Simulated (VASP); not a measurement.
# O (Fd-3m) in VASP: single point with PBE

Aim: the single point of O with PBE.

All numbers are computed with VASP 6.6.1; they aren't measurements. Logs are shortened: lines on timing, memory, paths and dates and some standing lists are left out, and cuts for length are marked.

### 1 The cell of the first run

Symmetry: Fd-3m, No. 227, cubic system. Conventional cell: a = 4.181 Å, b = 4.181 Å, c = 4.181 Å, α = 90.00°, β = 90.00°, γ = 90.00°. O (site symmetry -43m) has 4 O at 1.81 Å within 2.4 Å.

### 2 Single point, PBE

Input file INCAR:

```
SYSTEM = O
ALGO = Normal
EDIFF = 1E-6
ENCUT = 520
GGA = PE
ISIF = 2
ISMEAR = -1
LASPH = .TRUE.
LCHARG = .FALSE.
LREAL = .FALSE.
LWAVE = .FALSE.
NBANDS = 13
NELM = 80
PREC = Accurate
SIGMA = 0.05
```

Input file KPOINTS:

```
k-points
0
G
  14 14 14
  0 0 0
```

Input file POSCAR:

```
O
1.0
    0.0000000000      2.0906376853      2.0906376853
    2.0906376853      0.0000000000      2.0906376853
    2.0906376853      2.0906376853      0.0000000000
O
2
Direct
   -0.1250000000     -0.1250000000     -0.1250000000
    0.1250000000      0.1250000000      0.1250000000
```

Potentials or basis: VASP PAW PBE potentials, release 64 (O).

Started as:

```
> cat potpaw_PBE.64/O/POTCAR > POTCAR
> mpirun -np 1 vasp_std > vasp.out
```

OUTCAR:

```text
SYSTEM = O
   EDIFF = 1E-6
   ENCUT = 520
   GGA = PE
   ISIF = 2
   ISMEAR = -1
   LASPH = .TRUE.
   LREAL = .FALSE.
   NELM = 80
   PREC = Accurate

 ion  position               nearest neighbor table
   1  0.875  0.875  0.875-   2 1.81   2 1.81   2 1.81   2 1.81
   2  0.125  0.125  0.125-   1 1.81   1 1.81   1 1.81   1 1.81

  LATTYP: Found a face centered cubic cell.
 ALAT       =     4.1812753706

  Lattice vectors:

 A1 = (   0.0000000000,   2.0906376853,   2.0906376853)
 A2 = (   2.0906376853,   0.0000000000,   2.0906376853)
 A3 = (   2.0906376853,   2.0906376853,   0.0000000000)

Analysis of symmetry for initial positions (statically):
=====================================================================
 Subroutine PRICEL returns:
 Original cell was already a primitive cell.

 Routine SETGRP: Setting up the symmetry group for a
 face centered cubic supercell.

 Subroutine GETGRP returns: Found 48 space group operations
 (whereof 12 operations were pure point group operations)
 out of a pool of 48 trial point group operations.

The static configuration has the point symmetry D_3d.
 The point group associated with its full space group is O_h .

Analysis of symmetry for dynamics (positions and initial velocities):
=====================================================================
 Subroutine PRICEL returns:
 Original cell was already a primitive cell.

 Routine SETGRP: Setting up the symmetry group for a
 face centered cubic supercell.

 Subroutine GETGRP returns: Found 48 space group operations
 (whereof 12 operations were pure point group operations)
 out of a pool of 48 trial point group operations.

The dynamic configuration has the point symmetry D_3d.
 The point group associated with its full space group is O_h .

 Subroutine INISYM returns: Found 48 space group operations
 (whereof 12 operations are pure point group operations),
 and found     1 'primitive' translations

----------------------------------------------------------------------------------------

                                     Primitive cell

  volume of cell :      18.2754

  direct lattice vectors                    reciprocal lattice vectors
     0.000000000  2.090637685  2.090637685    -0.239161479  0.239161479  0.239161479
     2.090637685  0.000000000  2.090637685     0.239161479 -0.239161479  0.239161479
     2.090637685  2.090637685  0.000000000     0.239161479  0.239161479 -0.239161479

  length of vectors
     2.956608169  2.956608169  2.956608169     0.414239832  0.414239832  0.414239832

  position of ions in fractional coordinates (direct lattice)
     0.875000000  0.875000000  0.875000000
     0.125000000  0.125000000  0.125000000

  ion indices of the primitive-cell ions
   primitive index   ion index
                 1           1
                 2           2

----------------------------------------------------------------------------------------

 KPOINTS: k-points

Automatic generation of k-mesh.
 Grid dimensions read from file:
 generate k-points for:   14   14   14

 Generating k-lattice:

  Cartesian coordinates                     Fractional coordinates (reciprocal lattice)
    -0.017082963  0.017082963  0.017082963     0.071428571  0.000000000  0.000000000
     0.017082963 -0.017082963  0.017082963     0.000000000  0.071428571  0.000000000
     0.017082963  0.017082963 -0.017082963     0.000000000  0.000000000  0.071428571

  Length of vectors
     0.029588559  0.029588559  0.029588559

  Shift w.r.t. Gamma in fractional coordinates (k-lattice)
     0.000000000  0.000000000  0.000000000

 Subroutine IBZKPT returns following result:
 ===========================================

 Found    104 irreducible k-points:

 Following reciprocal coordinates:
            Coordinates               Weight
  0.000000  0.000000  0.000000      1.000000
  0.071429  0.000000  0.000000      8.000000
  0.142857  0.000000  0.000000      8.000000
  0.214286  0.000000  0.000000      8.000000
  0.285714  0.000000  0.000000      8.000000
  0.357143  0.000000  0.000000      8.000000
[... 16 lines left out ...]
  0.214286  0.142857  0.000000     24.000000
  0.285714  0.142857  0.000000     24.000000
 [... further k-points ...]
   k-points           NKPTS =    104   k-points in BZ     NKDIM =    104   number of bands    NBANDS=     13
   number of dos      NEDOS =    301   number of ions     NIONS =      2
   total plane-waves  NPLWV =  13824
   dimension x,y,z NGX =    24 NGY =   24 NGZ =   24
   dimension x,y,z NGXF=    48 NGYF=   48 NGZF=   48
   ions per type =               2
   NGX,Y,Z   is equivalent  to a cutoff of  13.49, 13.49, 13.49 a.u.
   NGXF,Y,Z  is equivalent  to a cutoff of  26.99, 26.99, 26.99 a.u.
 SYSTEM =  O
   PREC   = accura    normal or accurate (medium, high low for compatibility)
   ISTART =      0    job   : 0-new  1-cont  2-samecut
   ICHARG =      2    charge: 1-file 2-atom 10-const
   ISPIN  =      1    spin polarized calculation?
   LNONCOLLINEAR =      F non collinear calculations
   LSORBIT =      F    spin-orbit coupling
   LASPH  =      T    aspherical Exc in radial PAW
   ENCUT  =  520.0 eV  38.22 Ry    6.18 a.u.   5.50  5.50  5.50*2*pi/ulx,y,z
   NELM   =     80;   NELMIN=  2; NELMDL= -5     # of ELM steps
   EDIFF  = 0.1E-05   stopping-criterion for ELM
   LREAL  =      F    real-space projection
   EDIFFG = 0.1E-04   stopping-criterion for IOM
   NSW    =      0    number of steps for IOM
   IBRION =     -1    ionic relax: 0-MD 1-quasi-New 2-CG
   NFREE  =      0    steps in history (QN), initial steepest desc. (CG)
   ISIF   =      2    stress and relaxation
   ISYM   =      2    0-nonsym 1-usesym 2-fastsym
   POTIM  = 0.5000    time-step for ionic-motion
   TEBEG  =    0.0;   TEEND  =   0.0 temperature during run
   PSTRESS=    0.0 pullay stress
   NELECT =      12.0000    total number of electrons
   NUPDOWN=      -1.0000    fix difference up-down
   EMIN   =  10.00;   EMAX   =-10.00  energy-range for DOS
   EFERMI =   0.00;   METHOD = LEGACY
   ISMEAR =    -1;   SIGMA  =   0.05  broadening in eV -4-tet -1-fermi 0-gaus
   EFERMI_NEDOS =   21; number of points for ismear=-14 and -15
   IALGO  =     38    algorithm
   IMIX   =      4    mixing-type and parameters
     AMIX     =   0.40;   BMIX     =  1.00
     AMIX_MAG =   1.60;   BMIX_MAG =  1.00
  volume/ion in A,a.u.               =       9.14        61.66
  Fermi-wavevector in a.u.,A,eV,Ry     =   1.422918  2.688925 27.547648  2.024695
  Thomas-Fermi vector in A             =   2.543571
   LORBIT       =      0    0 simple, 1 ext, 2 COOP (PROOUT), +10 PAW based schemes
   GGA     = PE    functional components
   LHFCALC =     F    Hartree Fock is set to
   AEXX    =    0.0000 exact exchange contribution
   IVDW    =     0    specifies the selected vdW correction
   LEPSILON=     F    determine dielectric tensor
   LRPA    =     F    only Hartree local field effects (RPA)
 non-spin polarized calculation
  energy-cutoff  :      520.00
  volume of cell :       18.28
 maximum number of plane-waves:       531
 NGX is ok and might be reduce to    24
   NGX = 11   NGY = 11   NGZ = 11

 number of electron      12.0000004 magnetization

 Free energy of the ion-electron system (eV)
  ---------------------------------------------------
  ext. energy  EPLUGINS =         0.00000000
  ---------------------------------------------------
  free energy    TOTEN  =        -5.97218800 eV

  energy without entropy =       -5.96026120  energy(sigma->0) =       -5.96622460

 E-fermi :   2.2771     XC(G=0): -10.7563

 val. band max:        2.2717790312   @ k =  -0.2857   0.2143   0.0000
 cond. band min:       2.2844647826   @ k =  -0.3571   0.2143   0.0000
 fundamental gap:      0.0126857514
 Fermi energy:         2.2770780706

 k-point     1 :       0.0000    0.0000    0.0000
  band No.  band energies     occupation
      1     -20.8213      2.00000
      2     -10.7486      2.00000
      3      -2.2488      2.00000
      4      -2.2488      2.00000
      5      -2.2488      2.00000
      6       1.3970      2.00000
      7       1.3970      2.00000
      8       1.3970      2.00000
      9      12.5504      0.00000
     10      26.9062      0.00000
     11      26.9062      0.00000
     12      26.9062      0.00000
     13      27.2440      0.00000

 k-point     2 :       0.0714    0.0000    0.0000
  band No.  band energies     occupation
      1     -20.7490      2.00000
      2     -10.9144      2.00000
      3      -2.3256      2.00000
      4      -2.3256      2.00000
      5      -2.2927      2.00000
      6       1.4786      2.00000
      7       1.4870      2.00000
      8       1.4870      2.00000
      9      12.7348      0.00000
     10      25.6801      0.00000
     11      25.6801      0.00000
     12      26.0995      0.00000
     13      28.7499      0.00000

 k-point     3 :       0.1429    0.0000    0.0000
  band No.  band energies     occupation
      1     -20.5363      2.00000
      2     -11.3788      2.00000
      3      -2.5225      2.00000
      4      -2.5225      2.00000
      5      -2.4405      2.00000
      6       1.7192      1.99997
      7       1.7192      1.99997
      8       1.7439      1.99995
      9      13.2287      0.00000
     10      24.6139      0.00000
     11      24.6139      0.00000
     12      24.6352      0.00000
     13      30.5871      0.00000
[... 305 lines left out ...]
 k-point    23 :       0.2143    0.1429    0.0000
  band No.  band energies     occupation
      1     -20.1830      2.00000
      2     -12.0571      2.00000
      3      -3.2457      2.00000
      4      -3.1855      2.00000
      5      -1.5432      2.00000
      6       0.9536      2.00000
      7       2.4660      0.04471
      8       2.5018      0.02210
      9      13.9405      0.00000
     10      20.5165      0.00000
     11      26.4277      0.00000
     12      26.6879      0.00000
     13      29.4470      0.00000

 k-point    24 :       0.2857    0.1429    0.0000
  band No.  band energies     occupation
      1     -19.8086      2.00000
      2     -12.7173      2.00000
      3      -3.6755      2.00000
      4      -3.4217      2.00000
      5      -1.5134      2.00000
      6       1.1712      2.00000
      7       2.7537      0.00014
      8       2.9076      0.00001
      9      14.5207      0.00000
     10      19.7073      0.00000
     11      25.5507      0.00000
     12      25.6345      0.00000
     13      30.9312      0.00000

 [... further k-points ...]
[... 5 lines left out ...]
  --------------------------------------------------------------------------------------
  -------------------------------------------------------------------------------------
  Total        2.9539466      2.9539466      2.9539466      0.0000000     -0.0000000      0.0000000
  in kB      258.9684744    258.9684744    258.9684744      0.0000000     -0.0000000      0.0000000
  external PRESSURE =     258.9684744 kB  Pullay stress =       0.0000000 kB

 VOLUME and BASIS-vectors are now :
 -----------------------------------------------------------------------------
  energy-cutoff  :      520.00
  volume of cell :       18.28
      direct lattice vectors                 reciprocal lattice vectors
     0.000000000  2.090637685  2.090637685    -0.239161479  0.239161479  0.239161479
     2.090637685  0.000000000  2.090637685     0.239161479 -0.239161479  0.239161479
     2.090637685  2.090637685  0.000000000     0.239161479  0.239161479 -0.239161479

 POSITION                                       TOTAL-FORCE (eV/Angst)
 -----------------------------------------------------------------------------------
      3.65862      3.65862      3.65862         0.000000     -0.000000     -0.000000
      0.52266      0.52266      0.52266        -0.000000      0.000000      0.000000
 -----------------------------------------------------------------------------------
    total drift:                                0.000000      0.000000      0.000000

  FREE ENERGIE OF THE ION-ELECTRON SYSTEM (eV)
  ---------------------------------------------------
  free  energy   TOTEN  =        -5.9721879979 eV

  energy  without entropy=       -5.9602612013  energy(sigma->0) =       -5.96622460
```

Wall time 12 s (1 thread of AMD EPYC 9R45 (Zen 5), shared host); peak memory 0.11 GiB.

What came out:

```
Free energy            : -5.9722 eV
Pressure               : 25.9 GPa
Band gap on the k mesh : zero (bands 6 and 7 overlap by 1.32 eV)
```

Caveat: the cell stands under pressure.
